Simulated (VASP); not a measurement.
# Ga (Fd-3m) in VASP: further runs

Ga is run at these levels: LDA; tasks: relaxation of cell and atoms.

All numbers are computed with VASP 6.6.1; they aren't measurements. Logs are shortened: lines on timing, memory, paths and dates and some standing lists are left out, and cuts for length are marked.

### Step 1. The cell of the first run

The structure is cubic, space group Fd-3m (No. 227). Conventional cell: a = 4.193 Å, b = 4.193 Å, c = 4.193 Å, α = 90.00°, β = 90.00°, γ = 90.00°. Within 2.4 Å of Ga (site symmetry -43m) lie 4 Ga at 1.82 Å.

This isn't the form of Ga at room conditions, which is orthorhombic.

### Step 2. Relaxation of cell and atoms, LDA, target pressure 230 GPa, at which the enthalpy is minimised

File INCAR:

```
SYSTEM = Ga
PREC = Accurate ; ENCUT = 600
EDIFF = 1E-6 ; ISMEAR = -1
SIGMA = 0.1 ; LREAL = .False.
LASPH = .True. ; NELM = 100
ALGO = Normal ; ISIF = 3
LWAVE = .False. ; LCHARG = .False.
GGA = CA ; IBRION = 2
NSW = 60 ; EDIFFG = -0.005
PSTRESS = 2300.0
```

File KPOINTS:

```
regular mesh
0
Gamma
  15 15 15
  0 0 0
```

File POSCAR:

```
Ga
1.0
    0.0000000000      2.0964527573      2.0964527573
    2.0964527573      0.0000000000      2.0964527573
    2.0964527573      2.0964527573      0.0000000000
Ga
2
Direct
   -0.1250000000     -0.1250000000     -0.1250000000
    0.1250000000      0.1250000000      0.1250000000
```

Potentials or basis: VASP PAW LDA potentials, release 64 (Ga_d).

Command:

```console
cat potpaw_LDA.64/Ga_d/POTCAR > POTCAR
mpirun -np 1 vasp_std > vasp.out
```

OUTCAR:

```text
SYSTEM = Ga
   PREC = Accurate
   ENCUT = 600
   EDIFF = 1E-6
   ISMEAR = -1
   LREAL = .False.
   LASPH = .True.
   NELM = 100
   ISIF = 3
   GGA = CA
   IBRION = 2
   NSW = 60
   EDIFFG = -0.005
   PSTRESS = 2300.0

 ion  position               nearest neighbor table
   1  0.875  0.875  0.875-   2 1.82   2 1.82   2 1.82   2 1.82
   2  0.125  0.125  0.125-   1 1.82   1 1.82   1 1.82   1 1.82

  LATTYP: Found a face centered cubic cell.
 ALAT       =     4.1929055146

  Lattice vectors:

 A1 = (   0.0000000000,   2.0964527573,   2.0964527573)
 A2 = (   2.0964527573,   0.0000000000,   2.0964527573)
 A3 = (   2.0964527573,   2.0964527573,   0.0000000000)

Analysis of symmetry for initial positions (statically):
=====================================================================
 Subroutine PRICEL returns:
 Original cell was already a primitive cell.

 Routine SETGRP: Setting up the symmetry group for a
 face centered cubic supercell.

 Subroutine GETGRP returns: Found 48 space group operations
 (whereof 12 operations were pure point group operations)
 out of a pool of 48 trial point group operations.

The static configuration has the point symmetry D_3d.
 The point group associated with its full space group is O_h .

Analysis of symmetry for dynamics (positions and initial velocities):
=====================================================================
 Subroutine PRICEL returns:
 Original cell was already a primitive cell.

 Routine SETGRP: Setting up the symmetry group for a
 face centered cubic supercell.

 Subroutine GETGRP returns: Found 48 space group operations
 (whereof 12 operations were pure point group operations)
 out of a pool of 48 trial point group operations.

The dynamic configuration has the point symmetry D_3d.
 The point group associated with its full space group is O_h .

 Subroutine INISYM returns: Found 48 space group operations
 (whereof 12 operations are pure point group operations),
 and found     1 'primitive' translations

----------------------------------------------------------------------------------------

                                     Primitive cell

  volume of cell :      18.4283

  direct lattice vectors                    reciprocal lattice vectors
     0.000000000  2.096452757  2.096452757    -0.238498100  0.238498100  0.238498100
     2.096452757  0.000000000  2.096452757     0.238498100 -0.238498100  0.238498100
     2.096452757  2.096452757  0.000000000     0.238498100  0.238498100 -0.238498100

[... 96 lines left out ...]
   EMIN   =  10.00;   EMAX   =-10.00  energy-range for DOS
   EFERMI =   0.00;   METHOD = LEGACY
   ISMEAR =    -1;   SIGMA  =   0.10  broadening in eV -4-tet -1-fermi 0-gaus
   EFERMI_NEDOS =   21; number of points for ismear=-14 and -15
   IALGO  =     38    algorithm
   IMIX   =      4    mixing-type and parameters
     AMIX     =   0.40;   BMIX     =  1.00
     AMIX_MAG =   1.60;   BMIX_MAG =  1.00
  volume/ion in A,a.u.               =       9.21        62.18
  Fermi-wavevector in a.u.,A,eV,Ry     =   1.836133  3.469789 45.870483  3.371385
  Thomas-Fermi vector in A             =   2.889389
   LORBIT       =      0    0 simple, 1 ext, 2 COOP (PROOUT), +10 PAW based schemes
   GGA     = CA    functional components
   LHFCALC =     F    Hartree Fock is set to
   AEXX    =    0.0000 exact exchange contribution
   IVDW    =     0    specifies the selected vdW correction
   LEPSILON=     F    determine dielectric tensor
   LRPA    =     F    only Hartree local field effects (RPA)
 conjugate gradient relaxation of ions
 non-spin polarized calculation
  energy-cutoff  :      600.00
  volume of cell :       18.43
 maximum number of plane-waves:       628
   NGX = 11   NGY = 11   NGZ = 11

--------------------------------------- Ionic step        1  -------------------------------------------

 number of electron      26.0000004 magnetization

 Free energy of the ion-electron system (eV)
  ---------------------------------------------------
  ext. energy  EPLUGINS =         0.00000000
  ---------------------------------------------------
  free energy    TOTEN  =         7.06717681 eV

  energy without entropy =        7.08478846  energy(sigma->0) =        7.07598263

------------------------ aborting loop because EDIFF is reached ----------------------------------------

  FORCE on cell =-STRESS in cart. coord.  units (eV):
  Direction    XX          YY          ZZ          XY          YZ          ZX
  --------------------------------------------------------------------------------------
  -------------------------------------------------------------------------------------
  Total       43.0499865     43.0499865     43.0499865      0.0000000      0.0000000     -0.0000000
  in kB     3742.8150392   3742.8150392   3742.8150392      0.0000000      0.0000000     -0.0000000
  external PRESSURE =    1442.8150392 kB  Pullay stress =    2300.0000000 kB
[... 25 lines left out ...]
--------------------------------------- Ionic step        2  -------------------------------------------

 number of electron      25.9999915 magnetization

 E-fermi :   2.3380     XC(G=0):  -9.6388

 val. band max:        2.3361178303   @ k =   0.4000   0.3333   0.0667
 cond. band min:       2.3452789932   @ k =  -0.1333   0.2000   0.0667
 fundamental gap:      0.0091611629
 Fermi energy:         2.3379874468

 k-point     1 :       0.0000    0.0000    0.0000
  band No.  band energies     occupation
      1     -12.4992      2.00000
      2     -12.4992      2.00000
      3     -12.4992      2.00000
      4     -12.4570      2.00000
      5     -12.4570      2.00000
      6     -12.1509      2.00000
[... 542 lines left out ...]
  energy  without entropy=       -0.4249996785  energy(sigma->0) =       -0.43731459

  enthalpy is  TOTEN    =        32.8237990662 eV   P V=       33.2734285611

[... ionic steps 4 to 8 ...]

--------------------------------------- Ionic step        9  -------------------------------------------

 number of electron      25.9999997 magnetization

------------------------ aborting loop because EDIFF is reached ----------------------------------------
[... 71 lines left out ...]
--------------------------------------- Ionic step       11  -------------------------------------------

 number of electron      25.9999997 magnetization

 Free energy of the ion-electron system (eV)
  ---------------------------------------------------
  ext. energy  EPLUGINS =         0.00000000
  ---------------------------------------------------
  free energy    TOTEN  =         1.96975736 eV

  energy without entropy =        1.99143641  energy(sigma->0) =        1.98059688

 E-fermi :  11.6306     XC(G=0): -14.3369

 val. band max:       11.6279806829   @ k =   0.3333   0.2667   0.0000
 cond. band min:      11.6476309569   @ k =  -0.2000   0.3333   0.1333
 fundamental gap:      0.0196502740
 Fermi energy:        11.6305912893

 k-point     1 :       0.0000    0.0000    0.0000
  band No.  band energies     occupation
      1      -6.1701      2.00000
      2      -6.1701      2.00000
      3      -6.1701      2.00000
      4      -6.1168      2.00000
      5      -6.1168      2.00000
      6      -4.5636      2.00000
[... 504 lines left out ...]
  energy  without entropy=        1.9914364095  energy(sigma->0) =        1.98059688

  enthalpy is  TOTEN    =        32.3889764466 eV   P V=       30.4192190891

 reached required accuracy - stopping structural energy minimisation
```

Wall time 5.3 min (1 thread of Intel Xeon 8259CL, shared host); peak memory 0.16 GiB.

What came out:

| Quantity | Value |
| --- | --- |
| Free energy | 1.9698 eV |
| Relaxed volume | 10.59 Å³/atom |
| Relaxed cell | a = 3.106 Å, b = 3.106 Å, c = 3.106 Å, α = 60.00°, β = 60.00°, γ = 60.00° |
| Space group after relaxing (to 0.1 Å) | Fd-3m (No. 227) |
| Energy change on relaxing (the run minimises the enthalpy) | -2548.7 meV/atom |
| Ionic steps | 11 |
| Pressure after relaxing | 229.9 GPa |
| Band gap on the k mesh | zero (bands 13 and 14 overlap by 10.53 eV) |

The path:
| step | energy change (eV) | largest force (eV/Å) | pressure (GPa) | volume (Å³) |
| --- | --- | --- | --- | --- |
| 1 | 0.0000 | 0.0000 | 374.28 | 18.43 |
| 2 | -13.5269 | 0.0000 | -3.67 | 50.60 |
| 3 | -7.5168 | 0.0000 | 163.77 | 23.18 |
| 4 | -5.3310 | 0.0000 | 223.39 | 21.36 |
| 5 | -5.0902 | 0.0000 | 230.08 | 21.18 |
| 6 | -5.1727 | 0.0000 | 227.74 | 21.24 |
| 7 | -4.6185 | 0.0000 | 243.23 | 20.87 |
| 8 | -5.0924 | 0.0000 | 229.91 | 21.19 |
| 9 | -5.0894 | 0.0000 | 230.30 | 21.18 |
| 10 | -5.1488 | 0.0000 | 228.42 | 21.23 |
| 11 | -5.0974 | 0.0000 | 229.94 | 21.19 |

Final structure:
```
CELL_PARAMETERS angstrom
0.00000 2.19634 2.19634
2.19634 0.00000 2.19634
2.19634 2.19634 0.00000
ATOMIC_POSITIONS crystal
Ga 0.87500 0.87500 0.87500
Ga 0.12500 0.12500 0.12500
```

Levels at points of the mesh, in eV from the Fermi level:
```csv
k point,band 9,band 10,band 11,band 12,band 13,band 14,band 15,band 16,band 17
"(0.00, 0.00, 0.00)",-16.09,-15.43,-15.43,6.79,6.79,6.79,7.98,7.98,7.98
```

Caveat: the cell is relaxed towards a set pressure, so the run minimises the enthalpy, not the energy.

### Step 3. Relaxation of cell and atoms, LDA, target pressure 230 GPa, at which the enthalpy is minimised

This run uses another cell than the first one, of 10.40 Å³/atom.

File INCAR:

```
SYSTEM = Ga
ALGO = Normal
EDIFF = 1E-6
EDIFFG = -0.005
ENCUT = 600
IBRION = 2
ISIF = 3
ISMEAR = -1
LASPH = .TRUE.
LCHARG = .FALSE.
LREAL = .FALSE.
LWAVE = .FALSE.
NELM = 80
NSW = 32
PREC = Accurate
PSTRESS = 2300.0
SIGMA = 0.1
```

File KPOINTS:

```
k-points
0
G
  15 15 15
  0 0 0
```

File POSCAR:

```
Ga
1.0
    0.0000000000      2.1829748314      2.1829748314
    2.1829748314      0.0000000000      2.1829748314
    2.1829748314      2.1829748314      0.0000000000
Ga
2
Direct
   -0.1250000000     -0.1250000000     -0.1250000000
    0.1250000000      0.1250000000      0.1250000000
```

Potentials or basis: VASP PAW LDA potentials, release 64 (Ga_d).

Command:

```console
cat potpaw_LDA.64/Ga_d/POTCAR > POTCAR
mpirun -np 1 vasp_std > vasp.out
```

Wall time 5.1 min (1 thread of Intel Xeon 8259CL, shared host); peak memory 0.18 GiB.

Results (log left out):

```yaml
Free_energy: 1.9748 eV
Relaxed_volume: 10.59 Å³/atom
Relaxed_cell: a = 3.106 Å, b = 3.106 Å, c = 3.106 Å, α = 60.00°, β = 60.00°, γ = 60.00°
Space_group_after_relaxing_to_0.1_Å: Fd-3m (No. 227)
Energy_change_on_relaxing_the_run_minimises_the_enthalpy: -282.1 meV/atom
Ionic_steps: 5
Pressure_after_relaxing: 230.0 GPa
Band_gap_on_the_k_mesh: zero (bands 13 and 14 overlap by 10.53 eV)
```

The path:
| step | energy change (eV) | largest force (eV/Å) | pressure (GPa) | volume (Å³) |
| --- | --- | --- | --- | --- |
| 1 | 0.0000 | 0.0000 | 245.47 | 20.81 |
| 2 | -3.7578 | 0.0000 | 143.59 | 23.98 |
| 3 | -0.5993 | 0.0000 | 228.70 | 21.21 |
| 4 | -0.5534 | 0.0000 | 230.34 | 21.18 |
| 5 | -0.5642 | 0.0000 | 230.03 | 21.19 |

Final structure:
```
CELL_PARAMETERS angstrom
0.00000 2.19619 2.19619
2.19619 0.00000 2.19619
2.19619 2.19619 0.00000
ATOMIC_POSITIONS crystal
Ga 0.87500 0.87500 0.87500
Ga 0.12500 0.12500 0.12500
```

Levels at points of the mesh, in eV from the Fermi level:
```csv
k point,band 10,band 11,band 12,band 13,band 14,band 15,band 16,band 17
"(0.00, 0.00, 0.00)",-15.43,-15.43,6.79,6.79,6.79,7.98,7.98,7.98
```

Caveat: the cell is relaxed towards a set pressure, so the run minimises the enthalpy, not the energy.
